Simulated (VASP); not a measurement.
# Mg2ZnS3 (P31m) in VASP: relaxation of cell and atoms with PBE

Aim: the relaxation of cell and atoms of Mg2ZnS3 with PBE.

Everything below comes from runs of VASP 6.6.1. Logs are shortened: lines on timing, memory, paths and dates and some standing lists are left out, and cuts for length are marked.

### Step 1. The cell of the first run

Symmetry: P31m, No. 157, trigonal system. The conventional cell has a = 6.895 Å, b = 6.895 Å, c = 6.449 Å, α = 90.00°, β = 90.00°, γ = 120.00°. Within 3.2 Å of Mg (site symmetry m) lie 4 S at 2.44 to 2.48 Å. Mg (site symmetry 3m) has 4 S at 2.46 to 2.49 Å within 3.3 Å. Within 3.1 Å of Zn (site symmetry 3) lie 4 S at 2.36 to 2.39 Å. S (site symmetry m) has 2 Zn at 2.39 Å and 2 Mg at 2.48 to 2.49 Å within 3.2 Å. S (site symmetry 3) has 1 Zn at 2.36 Å and 3 Mg at 2.44 Å within 3.1 Å. S (site symmetry 3m) has 4 Mg at 2.44 to 2.46 Å within 3.2 Å.

### Step 2. Relaxation of cell and atoms, PBE

INCAR reads:

```
  PREC = Accurate
  ENCUT = 600
  EDIFF = 1E-6
  ISMEAR = 0
  SIGMA = 0.02
  LREAL = F
  LASPH = T
  NELM = 80
  ALGO = Normal
  ISIF = 3
  LWAVE = F
  LCHARG = F
  GGA = PE
  IBRION = 2
  NSW = 100
  EDIFFG = -0.01
```

KPOINTS reads:

```
Automatic mesh
0
Gamma
  6 6 4
```

POSCAR reads:

```
Mg2ZnS3
1.0
    6.8949669819      0.0000000000      0.0000000000
   -3.4474834909      5.9712165645      0.0000000000
    0.0000000000      0.0000000000      6.4491121396
Mg Zn S
4 2 6
Direct
    0.3368003894      0.3368003894      0.0027822027
    0.0000000000      0.6631996106      0.0027822027
    0.6631996106      0.0000000000      0.0027822027
    0.0000000000      0.0000000000      0.5042089881
    0.6666666667      0.3333333333      0.5046589557
    0.3333333333      0.6666666667      0.5046589557
    0.3442357702      0.3442357702      0.3866365918
    0.0000000000      0.6557642298      0.3866365918
    0.6557642298      0.0000000000      0.3866365918
    0.6666666667      0.3333333333      0.8710519733
    0.3333333333      0.6666666667      0.8710519733
    0.0000000000      0.0000000000      0.8861127104
```

Potentials or basis: VASP PAW PBE potentials, release 64 (Mg, Zn, S).

The run is started by

```sh
> cat potpaw_PBE.64/Mg/POTCAR potpaw_PBE.64/Zn/POTCAR potpaw_PBE.64/S/POTCAR > POTCAR
> mpirun -np 1 vasp_std > vasp.out
```

OUTCAR:

```text
PREC = Accurate
   ENCUT = 600
   EDIFF = 1E-6
   ISMEAR = 0
   LREAL = F
   LASPH = T
   NELM = 80
   ISIF = 3
   GGA = PE
   IBRION = 2
   NSW = 100
   EDIFFG = -0.01

 ion  position               nearest neighbor table
   1  0.337  0.337  0.003-  11 2.44  10 2.44  12 2.44   7 2.48
   2  0.000  0.663  0.003-  11 2.44  10 2.44  12 2.44   8 2.48
   3  0.663  0.000  0.003-  10 2.44  11 2.44  12 2.44   9 2.48
   4  0.000  0.000  0.504-  12 2.46   8 2.49   7 2.49   9 2.49
   5  0.667  0.333  0.505-  10 2.36   9 2.39   8 2.39   7 2.39
   6  0.333  0.667  0.505-  11 2.36   8 2.39   9 2.39   7 2.39
   7  0.344  0.344  0.387-   6 2.39   5 2.39   1 2.48   4 2.49
   8  0.000  0.656  0.387-   6 2.39   5 2.39   2 2.48   4 2.49
   9  0.656  0.000  0.387-   5 2.39   6 2.39   3 2.48   4 2.49
  10  0.667  0.333  0.871-   5 2.36   3 2.44   2 2.44   1 2.44
  11  0.333  0.667  0.871-   6 2.36   2 2.44   3 2.44   1 2.44
  12  0.000  0.000  0.886-   2 2.44   1 2.44   3 2.44   4 2.46

  LATTYP: Found a hexagonal cell.
 ALAT       =     6.8949669819
 C/A-ratio  =     0.9353361889

  Lattice vectors:

 A1 = (   6.8949669819,   0.0000000000,   0.0000000000)
 A2 = (  -3.4474834909,   5.9712165645,   0.0000000000)
 A3 = (   0.0000000000,   0.0000000000,   6.4491121396)

Analysis of symmetry for initial positions (statically):
=====================================================================
 Subroutine PRICEL returns:
 Original cell was already a primitive cell.

 Routine SETGRP: Setting up the symmetry group for a
 hexagonal supercell.

 Subroutine GETGRP returns: Found  6 space group operations
 (whereof  6 operations were pure point group operations)
 out of a pool of 24 trial point group operations.

The static configuration has the point symmetry C_3v.

Analysis of symmetry for dynamics (positions and initial velocities):
=====================================================================
 Subroutine PRICEL returns:
 Original cell was already a primitive cell.

 Routine SETGRP: Setting up the symmetry group for a
 hexagonal supercell.

 Subroutine GETGRP returns: Found  6 space group operations
 (whereof  6 operations were pure point group operations)
 out of a pool of 24 trial point group operations.

The dynamic configuration has the point symmetry C_3v.

 Subroutine INISYM returns: Found  6 space group operations
 (whereof  6 operations are pure point group operations),
 and found     1 'primitive' translations

----------------------------------------------------------------------------------------

                                     Primitive cell

  volume of cell :     265.5186

  direct lattice vectors                    reciprocal lattice vectors
     6.894966982  0.000000000  0.000000000     0.145033327  0.083735030  0.000000000
    -3.447483491  5.971216564  0.000000000     0.000000000  0.167470061  0.000000000
     0.000000000  0.000000000  6.449112140     0.000000000  0.000000000  0.155060104

  length of vectors
     6.894966982  6.894966982  6.449112140     0.167470061  0.167470061  0.155060104

  position of ions in fractional coordinates (direct lattice)
     0.336800389  0.336800389  0.002782203
     1.000000000  0.663199611  0.002782203
     0.663199611  0.000000000  0.002782203
     0.000000000  0.000000000  0.504208988
     0.666666667  0.333333333  0.504658956
     0.333333333  0.666666667  0.504658956
     0.344235770  0.344235770  0.386636592
     1.000000000  0.655764230  0.386636592
     0.655764230  0.000000000  0.386636592
     0.666666667  0.333333333  0.871051973
     0.333333333  0.666666667  0.871051973
     0.000000000  0.000000000  0.886112710

  ion indices of the primitive-cell ions
   primitive index   ion index
                 1           1
                 2           2
                 3           3
                 4           4
                 5           5
                 6           6
                 7           7
                 8           8
                 9           9
                10          10
                11          11
                12          12

----------------------------------------------------------------------------------------

 KPOINTS: Automatic mesh

Automatic generation of k-mesh.
 Grid dimensions read from file:
 generate k-points for:    6    6    4

 Generating k-lattice:

  Cartesian coordinates                     Fractional coordinates (reciprocal lattice)
     0.024172221  0.013955838  0.000000000     0.166666667 -0.000000000  0.000000000
     0.000000000  0.027911677  0.000000000     0.000000000  0.166666667  0.000000000
     0.000000000  0.000000000  0.038765026     0.000000000  0.000000000  0.250000000

  Length of vectors
     0.027911677  0.027911677  0.038765026

  Shift w.r.t. Gamma in fractional coordinates (k-lattice)
     0.000000000  0.000000000  0.000000000

 Subroutine IBZKPT returns following result:
 ===========================================

 Found     24 irreducible k-points:

 Following reciprocal coordinates:
            Coordinates               Weight
  0.000000  0.000000  0.000000      1.000000
  0.166667  0.000000  0.000000      6.000000
  0.333333 -0.000000  0.000000      6.000000
  0.500000  0.000000  0.000000      3.000000
  0.166667  0.166667  0.000000      6.000000
  0.333333  0.166667  0.000000     12.000000
[... 16 lines left out ...]
  0.333333  0.166667  0.500000     12.000000
  0.333333  0.333333  0.500000      2.000000
   k-points           NKPTS =     24   k-points in BZ     NKDIM =     24   number of bands    NBANDS=     41
   number of dos      NEDOS =    301   number of ions     NIONS =     12
   total plane-waves  NPLWV = 169344
   dimension x,y,z NGX =    56 NGY =   56 NGZ =   54
   dimension x,y,z NGXF=   112 NGYF=  112 NGZF=  108
   ions per type =               4   2   6
   NGX,Y,Z   is equivalent  to a cutoff of  13.50, 13.50, 13.92 a.u.
   NGXF,Y,Z  is equivalent  to a cutoff of  27.00, 27.00, 27.84 a.u.
 SYSTEM =  unknown system
   PREC   = accura    normal or accurate (medium, high low for compatibility)
   ISTART =      0    job   : 0-new  1-cont  2-samecut
   ICHARG =      2    charge: 1-file 2-atom 10-const
   ISPIN  =      1    spin polarized calculation?
   LNONCOLLINEAR =      F non collinear calculations
   LSORBIT =      F    spin-orbit coupling
   LASPH  =      T    aspherical Exc in radial PAW
   ENCUT  =  600.0 eV  44.10 Ry    6.64 a.u.  13.77 13.77 12.88*2*pi/ulx,y,z
   NELM   =     80;   NELMIN=  2; NELMDL= -5     # of ELM steps
   EDIFF  = 0.1E-05   stopping-criterion for ELM
   LREAL  =      F    real-space projection
   EDIFFG = -.1E-01   stopping-criterion for IOM
   NSW    =    100    number of steps for IOM
   IBRION =      2    ionic relax: 0-MD 1-quasi-New 2-CG
   NFREE  =      1    steps in history (QN), initial steepest desc. (CG)
   ISIF   =      3    stress and relaxation
   ISYM   =      2    0-nonsym 1-usesym 2-fastsym
   POTIM  = 0.5000    time-step for ionic-motion
   TEBEG  =    0.0;   TEEND  =   0.0 temperature during run
   PSTRESS=    0.0 pullay stress
   NELECT =      68.0000    total number of electrons
   NUPDOWN=      -1.0000    fix difference up-down
   EMIN   =  10.00;   EMAX   =-10.00  energy-range for DOS
   EFERMI =   0.00;   METHOD = LEGACY
   ISMEAR =     0;   SIGMA  =   0.02  broadening in eV -4-tet -1-fermi 0-gaus
   EFERMI_NEDOS =   21; number of points for ismear=-14 and -15
   IALGO  =     38    algorithm
   IMIX   =      4    mixing-type and parameters
     AMIX     =   0.40;   BMIX     =  1.00
     AMIX_MAG =   1.60;   BMIX_MAG =  1.00
  volume/ion in A,a.u.               =      22.13       149.32
  Fermi-wavevector in a.u.,A,eV,Ry     =   1.039632  1.964619 14.705639  1.080834
  Thomas-Fermi vector in A             =   2.174171
   LORBIT       =      0    0 simple, 1 ext, 2 COOP (PROOUT), +10 PAW based schemes
   GGA     = PE    functional components
   LHFCALC =     F    Hartree Fock is set to
   AEXX    =    0.0000 exact exchange contribution
   IVDW    =     0    specifies the selected vdW correction
   LEPSILON=     F    determine dielectric tensor
   LRPA    =     F    only Hartree local field effects (RPA)
 conjugate gradient relaxation of ions
 non-spin polarized calculation
 Gauss-broadening in eV      SIGMA  =   0.02
  energy-cutoff  :      600.00
  volume of cell :      265.52
 maximum number of plane-waves:      8902
   NGX = 27   NGY = 27   NGZ = 25

--------------------------------------- Ionic step        1  -------------------------------------------

 number of electron      68.0000013 magnetization

 Free energy of the ion-electron system (eV)
  ---------------------------------------------------
  ext. energy  EPLUGINS =         0.00000000
  ---------------------------------------------------
  free energy    TOTEN  =       -47.54098483 eV

  energy without entropy =      -47.54098483  energy(sigma->0) =      -47.54098483

------------------------ aborting loop because EDIFF is reached ----------------------------------------

  FORCE on cell =-STRESS in cart. coord.  units (eV):
  Direction    XX          YY          ZZ          XY          YZ          ZX
  --------------------------------------------------------------------------------------
  -------------------------------------------------------------------------------------
  Total       -0.0740746     -0.0740746     -0.0780348     -0.0000000      0.0000000     -0.0000000
  in kB       -0.4469770     -0.4469770     -0.4708735     -0.0000000      0.0000000     -0.0000000
  external PRESSURE =      -0.4549425 kB  Pullay stress =       0.0000000 kB
[... 169 lines left out ...]
  energy  without entropy=      -47.5411230804  energy(sigma->0) =      -47.54112308

--------------------------------------- Ionic step        5  -------------------------------------------

 number of electron      68.0000013 magnetization

 Free energy of the ion-electron system (eV)
  ---------------------------------------------------
  ext. energy  EPLUGINS =         0.00000000
  ---------------------------------------------------
  free energy    TOTEN  =       -47.54112663 eV

  energy without entropy =      -47.54112663  energy(sigma->0) =      -47.54112663

 E-fermi :   1.4036     XC(G=0):  -8.6853

 val. band max:        1.3047892668   @ k =   0.0000   0.0000   0.0000
 cond. band min:       4.1222884370   @ k =   0.0000   0.0000   0.0000
 fundamental gap:      2.8174991702
 Fermi energy:         1.4035671439

 k-point     1 :       0.0000    0.0000    0.0000
  band No.  band energies     occupation
      1     -10.5524      2.00000
      2      -9.7672      2.00000
      3      -9.6965      2.00000
      4      -9.6965      2.00000
      5      -9.6001      2.00000
      6      -9.4889      2.00000
[... 1084 lines left out ...]
  FREE ENERGIE OF THE ION-ELECTRON SYSTEM (eV)
  ---------------------------------------------------
  free  energy   TOTEN  =       -47.5411266310 eV

  energy  without entropy=      -47.5411266310  energy(sigma->0) =      -47.54112663

 reached required accuracy - stopping structural energy minimisation
```

Run time: 20 min. Hardware: 1 thread of Oxide Virtual Turin-like, shared host; peak memory 0.6 GiB.

Results:

```yaml
Free_energy: -47.5411 eV
Relaxed_volume: 22.10 Å³/atom
Relaxed_cell: a = 6.892 Å, b = 6.892 Å, c = 6.446 Å, α = 90.00°, β = 90.00°, γ = 120.00°
Space_group_after_relaxing_to_0.1_Å: P31m (No. 157)
Energy_gained_by_relaxing: 0.0 meV/atom
Ionic_steps: 5
Pressure_after_relaxing: 0.0 GPa
Largest_force_after_relaxing: 0.009 eV/Å
Band_gap_on_the_k_mesh: 2.82 eV
```

Forces on the atoms (eV/Å):
```
Mg  -0.002 -0.003 -0.002
Mg  -0.002  0.003 -0.002
Mg   0.004  0.000 -0.002
Mg   0.000  0.000  0.000
Zn   0.000  0.000  0.000
Zn   0.000  0.000  0.000
S   -0.004 -0.008 -0.003
S   -0.004  0.008 -0.003
S    0.009  0.000 -0.003
S    0.000  0.000  0.007
S    0.000  0.000  0.007
S    0.000  0.000 -0.001
```

Step by step:
```
step  energy change (eV)  largest force (eV/Å)  pressure (GPa)  volume (Å³)
   1              0.0000                0.0243           -0.05       265.52
   2             -0.0001                0.0129            0.03       265.28
   3             -0.0001                0.0127            0.02       265.26
   4             -0.0001                0.0115            0.03       265.23
   5             -0.0001                0.0094            0.03       265.16
```

Final structure:
```cif
data_structure
_symmetry_space_group_name_H-M 'P 1'
_symmetry_Int_Tables_number 1
_cell_length_a 6.8920
_cell_length_b 6.8920
_cell_length_c 6.4461
_cell_angle_alpha 90.000
_cell_angle_beta 90.000
_cell_angle_gamma 120.000
_cell_volume 265.16
loop_
_atom_site_label
_atom_site_type_symbol
_atom_site_fract_x
_atom_site_fract_y
_atom_site_fract_z
_atom_site_occupancy
Mg1 Mg 0.33678 0.33678 0.00276 1
Mg2 Mg 0.00000 0.66322 0.00276 1
Mg3 Mg 0.66322 0.00000 0.00276 1
Mg4 Mg 0.00000 0.00000 0.50417 1
Zn1 Zn 0.66667 0.33333 0.50462 1
Zn2 Zn 0.33333 0.66667 0.50462 1
S1 S 0.34404 0.34404 0.38650 1
S2 S 0.00000 0.65596 0.38650 1
S3 S 0.65596 0.00000 0.38650 1
S4 S 0.66667 0.33333 0.87132 1
S5 S 0.33333 0.66667 0.87132 1
S6 S 0.00000 0.00000 0.88616 1
```

Levels at points of the mesh, in eV from the valence-band top:
| k point | band 30 | band 31 | band 32 | band 33 | band 34 | band 35 | band 36 | band 37 | band 38 | band 39 |
| --- | --- | --- | --- | --- | --- | --- | --- | --- | --- | --- |
| (0.00, 0.00, 0.00) | -0.63 | -0.63 | 0.00 | 0.00 | 0.00 | 2.82 | 4.28 | 4.69 | 4.69 | 6.19 |
| (0.50, 0.00, 0.00) | -0.69 | -0.54 | -0.50 | -0.46 | -0.37 | 4.24 | 4.71 | 5.08 | 5.13 | 5.51 |
| (0.00, 0.00, 0.50) | -0.71 | -0.49 | -0.49 | -0.15 | -0.15 | 3.90 | 4.71 | 4.90 | 5.43 | 5.70 |
| (0.50, 0.00, 0.50) | -0.91 | -0.89 | -0.87 | -0.80 | -0.71 | 4.01 | 4.51 | 4.86 | 5.15 | 5.42 |

A k mesh can miss the band edges.
